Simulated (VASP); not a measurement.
# NiO (Fm-3m) in VASP: single point with PBE+U

Aim: the single point of NiO with PBE+U.

Everything below comes from runs of VASP 6.6.1. Logs are shortened: lines on timing, memory, paths and dates and some standing lists are left out, and cuts for length are marked.

## Step 1: The cell of the first run

The structure is cubic, space group Fm-3m (No. 225). The conventional cell has a = 4.183 Å, b = 4.183 Å, c = 4.183 Å, α = 90.00°, β = 90.00°, γ = 90.00°. Ni (site symmetry m-3m) has 6 O at 2.09 Å within 2.8 Å. Within 2.8 Å of O (site symmetry m-3m) lie 6 Ni at 2.09 Å.

## Step 2: Single point, PBE+U, collinear spin, antiferromagnetic start

INCAR reads:

```
SYSTEM = NiO
ALGO = Normal ; EDIFF = 1E-7
ENCUT = 520 ; GGA = PE
ISIF = 2 ; ISMEAR = 0
ISPIN = 2 ; LASPH = .True.
LCHARG = .True. ; LDAU = .True.
LDAUJ = 0.9 0 ; LDAUL = 2 -1
LDAUPRINT = 1 ; LDAUTYPE = 1
LDAUU = 7 0 ; LELF = .True.
LMAXMIX = 4 ; LORBIT = 11
LREAL = .False. ; LVHAR = .True.
LWAVE = .False. ; MAGMOM = 2 -2 0 0
NBANDS = 28 ; NELM = 150
PREC = Accurate ; SIGMA = 0.05
```

KPOINTS reads:

```
k-points
0
Gamma
  8 8 8
  0 0 0
```

POSCAR reads:

```
NiO
1.0
    0.0000000000      2.0913095100      2.0913095100
    4.1826190200      2.0913095100      2.0913095100
    4.1826190200      4.1826190200      0.0000000000
Ni O
2 2
Direct
    0.0000000000      0.0000000000      0.0000000000
    0.0000000000      0.0000000000      0.5000000000
    0.5000000000      0.5000000000      0.0000000000
    0.5000000000      0.5000000000      0.5000000000
```

Potentials or basis: VASP PAW PBE potentials, release 64 (Ni, O).

Run with:

```bash
> cat potpaw_PBE.64/Ni/POTCAR potpaw_PBE.64/O/POTCAR > POTCAR
> mpirun -np 1 vasp_std > vasp.out
```

OUTCAR:

```text
SYSTEM = NiO
   EDIFF = 1E-7
   ENCUT = 520
   GGA = PE
   ISIF = 2
   ISMEAR = 0
   ISPIN = 2
   LASPH = .True.
   LORBIT = 11
   LREAL = .False.
   NELM = 150
   PREC = Accurate

 ion  position               nearest neighbor table
   1  0.000  0.000  0.000-   4 2.09   3 2.09   4 2.09   3 2.09   4 2.09   4 2.09   2 2.96   2 2.96
                             2 2.96   2 2.96   2 2.96   2 2.96   2 2.96   2 2.96
   2  0.000  0.000  0.500-   3 2.09   3 2.09   4 2.09   4 2.09   3 2.09   3 2.09   1 2.96   1 2.96
                             1 2.96   1 2.96   1 2.96   1 2.96   1 2.96   1 2.96
   3  0.500  0.500  0.000-   2 2.09   1 2.09   2 2.09   1 2.09   2 2.09   2 2.09
   4  0.500  0.500  0.500-   1 2.09   1 2.09   2 2.09   2 2.09   1 2.09   1 2.09

  LATTYP: Found a simple tetragonal cell.
 ALAT       =     2.9575582722
 C/A-ratio  =     1.4142135624

  Lattice vectors:

 A1 = (   0.0000000000,  -2.0913095100,   2.0913095100)
 A2 = (   0.0000000000,  -2.0913095100,  -2.0913095100)
 A3 = (   4.1826190200,   0.0000000000,   0.0000000000)

Analysis of symmetry for initial positions (statically):
=====================================================================
 Subroutine PRICEL returns following result:

  LATTYP: Found a face centered cubic cell.
 ALAT       =     4.1826190200
[... 12 lines left out ...]
 Subroutine GETGRP returns: Found 16 space group operations
 (whereof 16 operations were pure point group operations)
 out of a pool of 16 trial point group operations.

The static configuration has the point symmetry D_4h.

Analysis of symmetry for dynamics (positions and initial velocities):
=====================================================================
 Subroutine PRICEL returns following result:

  LATTYP: Found a face centered cubic cell.
 ALAT       =     4.1826190200
[... 12 lines left out ...]
 Subroutine GETGRP returns: Found 16 space group operations
 (whereof 16 operations were pure point group operations)
 out of a pool of 16 trial point group operations.

The dynamic configuration has the point symmetry D_4h.

Analysis of structural, dynamic, and magnetic symmetry:
=====================================================================
 Subroutine PRICEL returns following result:

  LATTYP: Found a face centered cubic cell.
 ALAT       =     4.1826190200
[... 12 lines left out ...]
 Subroutine GETGRP returns: Found 16 space group operations
 (whereof 16 operations were pure point group operations)
 out of a pool of 16 trial point group operations.

The overall configuration has the point symmetry D_4h.

 Subroutine INISYM returns: Found 16 space group operations
 (whereof 16 operations are pure point group operations),
 and found     2 'primitive' translations

----------------------------------------------------------------------------------------

                                     Primitive cell

  volume of cell :      18.2930

  direct lattice vectors                    reciprocal lattice vectors
    -2.091309510  2.091309510  0.000000000    -0.239084649  0.239084649 -0.239084649
    -2.091309510  0.000000000  2.091309510    -0.239084649 -0.239084649  0.239084649
     0.000000000  2.091309510  2.091309510     0.239084649  0.239084649  0.239084649

  length of vectors
     2.957558272  2.957558272  2.957558272     0.414106759  0.414106759  0.414106759

  position of ions in fractional coordinates (direct lattice)
     0.000000000  0.000000000  0.000000000
     0.500000000  0.500000000  0.500000000

  ion indices of the primitive-cell ions
   primitive index   ion index
                 1           1
                 2           3

----------------------------------------------------------------------------------------

 KPOINTS: k-points

Automatic generation of k-mesh.
 Grid dimensions read from file:
 generate k-points for:    8    8    8

 Generating k-lattice:

  Cartesian coordinates                     Fractional coordinates (reciprocal lattice)
    -0.029885581  0.029885581  0.029885581     0.125000000  0.000000000  0.000000000
     0.029885581 -0.029885581  0.029885581     0.000000000  0.125000000  0.000000000
[... 82 lines left out ...]
   LORBIT       =     11    0 simple, 1 ext, 2 COOP (PROOUT), +10 PAW based schemes
 LDA+U is selected, type is set to LDAUTYPE =  1
   angular momentum for each species LDAUL =     2   -1
   U (eV)           for each species LDAUU =   7.0  0.0
   J (eV)           for each species LDAUJ =   0.9  0.0
   GGA     = PE    functional components
   LHFCALC =     F    Hartree Fock is set to
   AEXX    =    0.0000 exact exchange contribution
   IVDW    =     0    specifies the selected vdW correction
   LEPSILON=     F    determine dielectric tensor
   LRPA    =     F    only Hartree local field effects (RPA)
 spin polarized calculation
 Gauss-broadening in eV      SIGMA  =   0.05
  energy-cutoff  :      520.00
  volume of cell :       36.59
 maximum number of plane-waves:      1008
 NGX is ok and might be reduce to    24
   NGX = 11   NGY = 19   NGZ = 21

 number of electron      32.0000010 magnetization      -0.0000000

atom =   1  type =  1  l = 2

 onsite density matrix

spin component  1

  0.9820  0.0000  0.0000  0.0000  0.0000
  0.0000  0.9820 -0.0000 -0.0000  0.0000
  0.0000 -0.0000  1.0421 -0.0000 -0.0000
  0.0000 -0.0000 -0.0000  0.9820  0.0000
  0.0000  0.0000 -0.0000  0.0000  1.0421

spin component  2

  0.9841  0.0000 -0.0000  0.0000 -0.0000
  0.0000  0.9840 -0.0000 -0.0000  0.0000
 -0.0000 -0.0000  0.1258  0.0000  0.0005
  0.0000 -0.0000  0.0000  0.9841 -0.0000
 -0.0000  0.0000  0.0005 -0.0000  0.1252

 occupancies and eigenvectors

  o =  0.1250  v =  0.0000  0.0000  0.0000  0.0000  0.0000  0.0000  0.0000  0.5000  0.0000 -0.8660      0.0000  0.0000  0.0000  0.0000  0.0000  0.0000  0.0000  0.0000  0.0000  0.0000
  o =  0.1261  v =  0.0000  0.0000  0.0000  0.0000  0.0000  0.0000 -0.0000 -0.8660 -0.0000 -0.5000      0.0000  0.0000  0.0000  0.0000  0.0000  0.0000  0.0000  0.0000  0.0000  0.0000
  o =  0.9820  v =  0.0000 -1.0000 -0.0000  0.0000 -0.0000  0.0000  0.0000  0.0000  0.0000  0.0000      0.0000  0.0000  0.0000  0.0000  0.0000  0.0000  0.0000  0.0000  0.0000  0.0000
  o =  0.9820  v =  1.0000  0.0000  0.0000  0.0000  0.0000  0.0000  0.0000  0.0000  0.0000  0.0000      0.0000  0.0000  0.0000  0.0000  0.0000  0.0000  0.0000  0.0000  0.0000  0.0000
  o =  0.9820  v =  0.0000  0.0000  0.0000  1.0000 -0.0000  0.0000  0.0000  0.0000  0.0000  0.0000      0.0000  0.0000  0.0000  0.0000  0.0000  0.0000  0.0000  0.0000  0.0000  0.0000
  o =  0.9840  v =  0.0000  0.0000  0.0000  0.0000  0.0000  0.0000 -1.0000  0.0000 -0.0000 -0.0000      0.0000  0.0000  0.0000  0.0000  0.0000  0.0000  0.0000  0.0000  0.0000  0.0000
  o =  0.9841  v =  0.0000  0.0000  0.0000  0.0000  0.0000  0.0000 -0.0000 -0.0000  1.0000 -0.0000      0.0000  0.0000  0.0000  0.0000  0.0000  0.0000  0.0000  0.0000  0.0000  0.0000
  o =  0.9841  v =  0.0000  0.0000  0.0000  0.0000  0.0000  1.0000  0.0000  0.0000  0.0000  0.0000      0.0000  0.0000  0.0000  0.0000  0.0000  0.0000  0.0000  0.0000  0.0000  0.0000
  o =  1.0420  v =  0.0000 -0.0000  0.8660  0.0000  0.5000  0.0000  0.0000  0.0000  0.0000  0.0000      0.0000  0.0000  0.0000  0.0000  0.0000  0.0000  0.0000  0.0000  0.0000  0.0000
  o =  1.0421  v =  0.0000  0.0000 -0.5000  0.0000  0.8660  0.0000  0.0000  0.0000  0.0000  0.0000      0.0000  0.0000  0.0000  0.0000  0.0000  0.0000  0.0000  0.0000  0.0000  0.0000

atom =   2  type =  1  l = 2

 onsite density matrix

spin component  1

  0.9841  0.0000 -0.0000 -0.0000 -0.0000
  0.0000  0.9840 -0.0000  0.0000 -0.0000
 -0.0000 -0.0000  0.1258  0.0000  0.0005
 -0.0000  0.0000  0.0000  0.9841 -0.0000
 -0.0000 -0.0000  0.0005 -0.0000  0.1252

spin component  2

  0.9820  0.0000  0.0000 -0.0000  0.0000
  0.0000  0.9820  0.0000 -0.0000  0.0000
  0.0000  0.0000  1.0421 -0.0000 -0.0000
 -0.0000 -0.0000 -0.0000  0.9820  0.0000
  0.0000  0.0000 -0.0000  0.0000  1.0421

 occupancies and eigenvectors

  o =  0.1250  v =  0.0000 -0.0000  0.5000  0.0000 -0.8660  0.0000  0.0000  0.0000  0.0000  0.0000      0.0000  0.0000  0.0000  0.0000  0.0000  0.0000  0.0000  0.0000  0.0000  0.0000
  o =  0.1261  v =  0.0000 -0.0000  0.8660  0.0000  0.5000  0.0000  0.0000  0.0000  0.0000  0.0000      0.0000  0.0000  0.0000  0.0000  0.0000  0.0000  0.0000  0.0000  0.0000  0.0000
  o =  0.9820  v =  0.0000  0.0000  0.0000  0.0000  0.0000  0.0000 -1.0000 -0.0000 -0.0000  0.0000      0.0000  0.0000  0.0000  0.0000  0.0000  0.0000  0.0000  0.0000  0.0000  0.0000
  o =  0.9820  v =  0.0000  0.0000  0.0000  0.0000  0.0000  1.0000  0.0000  0.0000  0.0000  0.0000      0.0000  0.0000  0.0000  0.0000  0.0000  0.0000  0.0000  0.0000  0.0000  0.0000
  o =  0.9820  v =  0.0000  0.0000  0.0000  0.0000  0.0000  0.0000 -0.0000 -0.0000  1.0000 -0.0000      0.0000  0.0000  0.0000  0.0000  0.0000  0.0000  0.0000  0.0000  0.0000  0.0000
  o =  0.9840  v =  0.0000 -1.0000 -0.0000  0.0000  0.0000  0.0000  0.0000  0.0000  0.0000  0.0000      0.0000  0.0000  0.0000  0.0000  0.0000  0.0000  0.0000  0.0000  0.0000  0.0000
  o =  0.9841  v =  0.0000 -0.0000  0.0000 -1.0000  0.0000  0.0000  0.0000  0.0000  0.0000  0.0000      0.0000  0.0000  0.0000  0.0000  0.0000  0.0000  0.0000  0.0000  0.0000  0.0000
  o =  0.9841  v =  1.0000  0.0000  0.0000  0.0000  0.0000  0.0000  0.0000  0.0000  0.0000  0.0000      0.0000  0.0000  0.0000  0.0000  0.0000  0.0000  0.0000  0.0000  0.0000  0.0000
  o =  1.0420  v =  0.0000  0.0000  0.0000  0.0000  0.0000  0.0000 -0.0000  0.8660  0.0000  0.5000      0.0000  0.0000  0.0000  0.0000  0.0000  0.0000  0.0000  0.0000  0.0000  0.0000
  o =  1.0421  v =  0.0000  0.0000  0.0000  0.0000  0.0000  0.0000  0.0000 -0.5000  0.0000  0.8660      0.0000  0.0000  0.0000  0.0000  0.0000  0.0000  0.0000  0.0000  0.0000  0.0000

 number of electron      32.0000010 magnetization       0.0000000

 Free energy of the ion-electron system (eV)
  ---------------------------------------------------
  ext. energy  EPLUGINS =         0.00000000
  ---------------------------------------------------
  free energy    TOTEN  =       -21.10494539 eV

  energy without entropy =      -21.10494539  energy(sigma->0) =      -21.10494539

 E-fermi :   7.0532     XC(G=0): -12.6234

 val. band max:        6.7610473908   @ k =   0.5000   0.0000   0.0000
 cond. band min:       9.6418383662   @ k =   0.0000   0.0000   0.0000
 fundamental gap:      2.8807909754
 Fermi energy:         7.0531729076

 spin component 1

 k-point     1 :       0.0000    0.0000    0.0000
  band No.  band energies     occupation
      1     -11.8902      1.00000
      2     -10.4860      1.00000
      3       0.2534      1.00000
      4       0.6533      1.00000
      5       1.4139      1.00000
      6       1.4524      1.00000
[... 1481 lines left out ...]
     27      26.5432      0.00000
     28      27.1228      0.00000

 [... further k-points ...]

------------------------ aborting loop because EDIFF is reached ----------------------------------------

  FORCE on cell =-STRESS in cart. coord.  units (eV):
  Direction    XX          YY          ZZ          XY          YZ          ZX
  --------------------------------------------------------------------------------------
  -------------------------------------------------------------------------------------
  Total        0.5267344      0.5328021      0.5328021      0.0000000      0.0000000     -0.0000000
  in kB       23.0668003     23.3325146     23.3325146      0.0000000      0.0000000     -0.0000000
  external PRESSURE =      23.2439432 kB  Pullay stress =       0.0000000 kB

 VOLUME and BASIS-vectors are now :
 -----------------------------------------------------------------------------
  energy-cutoff  :      520.00
  volume of cell :       36.59
      direct lattice vectors                 reciprocal lattice vectors
     0.000000000  2.091309510  2.091309510    -0.239084649  0.239084649  0.239084649
     4.182619020  2.091309510  2.091309510     0.239084649 -0.239084649  0.239084649
     4.182619020  4.182619020  0.000000000     0.000000000  0.239084649 -0.239084649

 POSITION                                       TOTAL-FORCE (eV/Angst)
 -----------------------------------------------------------------------------------
      0.00000      0.00000      0.00000        -0.000000      0.000000     -0.000000
      2.09131      2.09131      0.00000         0.000000     -0.000000      0.000000
      2.09131      2.09131      2.09131         0.000000     -0.000000      0.000000
      4.18262      4.18262      2.09131        -0.000000      0.000000     -0.000000
 -----------------------------------------------------------------------------------
    total drift:                                0.000000     -0.000000     -0.000000

  FREE ENERGIE OF THE ION-ELECTRON SYSTEM (eV)
  ---------------------------------------------------
  free  energy   TOTEN  =       -21.1049453898 eV

  energy  without entropy=      -21.1049453898  energy(sigma->0) =      -21.10494539

 total charge

# of ion       s       p       d       tot
------------------------------------------
    1        0.346   0.426   8.206   8.977
    2        0.346   0.426   8.206   8.977
    3        1.547   3.488   0.000   5.035
    4        1.547   3.488   0.000   5.035
--------------------------------------------------
tot          3.785   7.829  16.411  28.025

 magnetization (x)

# of ion       s       p       d       tot
------------------------------------------
    1        0.015   0.016   1.824   1.854
    2       -0.015  -0.016  -1.824  -1.854
    3       -0.005  -0.046   0.000  -0.051
    4        0.005   0.046   0.000   0.051
--------------------------------------------------
tot          0.000   0.000   0.000   0.000
```

Run time: 7.2 min. Hardware: 1 thread of Intel Xeon 8259CL, shared host; peak memory 0.31 GiB.

Results:

```yaml
Free_energy: -21.1049 eV
Pressure: 2.3 GPa
Band_gap_on_the_k_mesh: 2.88 eV
Net_moment: 0.00 μB per cell
Site_moments: Ni +1.85, -1.85; O -0.05, +0.05 μB
Valence_electrons_inside_the_program's_atomic_spheres: Ni 8.98; O 5.04
```

Eigenvalues of the final occupation matrices:
| site | spin | trace | eigenvalues |
| --- | --- | --- | --- |
| site 1 d | 1 | 5.03 | 0.98 0.98 0.98 1.04 1.04 |
| site 1 d | 2 | 3.20 | 0.12 0.13 0.98 0.98 0.98 |
| site 2 d | 1 | 3.20 | 0.12 0.13 0.98 0.98 0.98 |
| site 2 d | 2 | 5.03 | 0.98 0.98 0.98 1.04 1.04 |

A k mesh can miss the band edges. The state reached can hang on the start; a lower one may exist.
